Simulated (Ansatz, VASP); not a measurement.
# One calculation of AlPtC4N4, two programs

The input INCAR:

```
PREC     = Accurate       # precision mode
ENCUT    = 700            # plane-wave cutoff, eV
EDIFF    = 1E-6           # SCF threshold, eV
ISMEAR   = 0              # smearing method
SIGMA    = 0.1            # smearing width, eV
LREAL    = False          # projectors in reciprocal space
LASPH    = True           # aspherical terms in the spheres
NELM     = 200            # most SCF steps
ALGO     = Normal         # electronic algorithm
ISIF     = 2              # what is computed and relaxed
LWAVE    = False          # write WAVECAR
LCHARG   = False          # write CHGCAR
ISPIN    = 2              # spin polarisation
MAGMOM   = 0 1 0 0 0 0 0 0 0 0 # initial moments
LORBIT   = 11             # projections on sites
LMAXMIX  = 4              # l up to which the mixer works
GGA      = PE             # functional
NBANDS   = 44             # bands
GGA_COMPAT= False
```

The input KPOINTS:

```
Automatic mesh
0
Gamma
  4 4 4
```

Contents of POSCAR:

```
AlPtC4N4
1.0
    5.7805298053      0.0000000000      0.0000000000
    0.0000000000      5.7805298053      0.0000000000
    0.0000000000      0.0000000000      5.7805298053
Al Pt C N
1 1 4 4
Direct
    0.5000000000      0.5000000000      0.5000000000
    0.0000000000      0.0000000000      0.0000000000
    0.1983165160      0.1983165160      0.1983165160
    0.1983165160      0.8016834840      0.8016834840
    0.8016834840      0.1983165160      0.8016834840
    0.8016834840      0.8016834840      0.1983165160
    0.3162116189      0.3162116189      0.3162116189
    0.3162116189      0.6837883811      0.6837883811
    0.6837883811      0.3162116189      0.6837883811
    0.6837883811      0.6837883811      0.3162116189
```

Input for Ansatz:

```yaml
crystal:
  lattice:
    - [5.7805298053, 0.0, 0.0]
    - [0.0, 5.7805298053, 0.0]
    - [0.0, 0.0, 5.7805298053]
  atoms:
    - { symbol: Al, position: [0.5, 0.5, 0.5] }
    - { symbol: Pt, position: [0.0, 0.0, 0.0], spin: 1.0 }
    - { symbol: C, position: [0.198316516, 0.198316516, 0.198316516] }
    - { symbol: C, position: [0.198316516, 0.801683484, 0.801683484] }
    - { symbol: C, position: [0.801683484, 0.198316516, 0.801683484] }
    - { symbol: C, position: [0.801683484, 0.801683484, 0.198316516] }
    - { symbol: "N", position: [0.3162116189, 0.3162116189, 0.3162116189] }
    - { symbol: "N", position: [0.3162116189, 0.6837883811, 0.6837883811] }
    - { symbol: "N", position: [0.6837883811, 0.3162116189, 0.6837883811] }
    - { symbol: "N", position: [0.6837883811, 0.6837883811, 0.3162116189] }
basis:
  ecutwfc: 420
kpoints:
  mp_grid: { grid: [4, 4, 4] }
hamiltonian:
  xc: pbe
scf:
  occupations: { method: gaussian, width: 0.1 }
  lower_state_search: "off"
output:
  forces: true
  stress: true
  eigenvalues: true
  populations: true
magnetization:
  spin_polarized: true
```

Alike in both runs: task single point; functional PBE; k mesh 4 × 4 × 4; occupations gaussian, width 0.1 eV; collinear spin.

```csv
,VASP,Ansatz
version,VASP 6.6.1,Ansatz 0.2.0
potentials or method,"VASP PAW PBE potentials, release 64 (Al, Pt_sv_GW, C, N), cutoff 700 eV","scalar-relativistic, plane waves, PAW"
valence electrons in the cell,57,57
```

Ansatz gave:

```
gap on the k mesh at the Fermi level (eV)                     : none
pressure (GPa)                                                : 0.0
rms of the force components (eV/Å)                            : 0.045
net moment per atom (μB)                                      : 0.10
size of the moment on the site where the two differ most (μB) : 0.30
```

Question: What did VASP give for the same quantities?

Answer: gap on the k mesh at the Fermi level (eV): none; pressure (GPa): 0.1; rms of the force components (eV/Å): 0.121; net moment per atom (μB): 0.10; size of the moment on the site where the two differ most (μB): 0.42.

Site moments also hang on the region over which each program counts them. Atom by atom the forces differ by 0.160 eV/Å (rms over components). A gap of «none» marks a metal or a gap that the smearing closes. One of these differences is far larger than is usual between the two programs; its cause wasn't traced. The functional is the same, so the differences come from potentials, cutoffs and numerics.

Spin-orbit coupling is off throughout. Noted on VASP's run: the standard files for N, O and F lose accuracy on very short bonds.
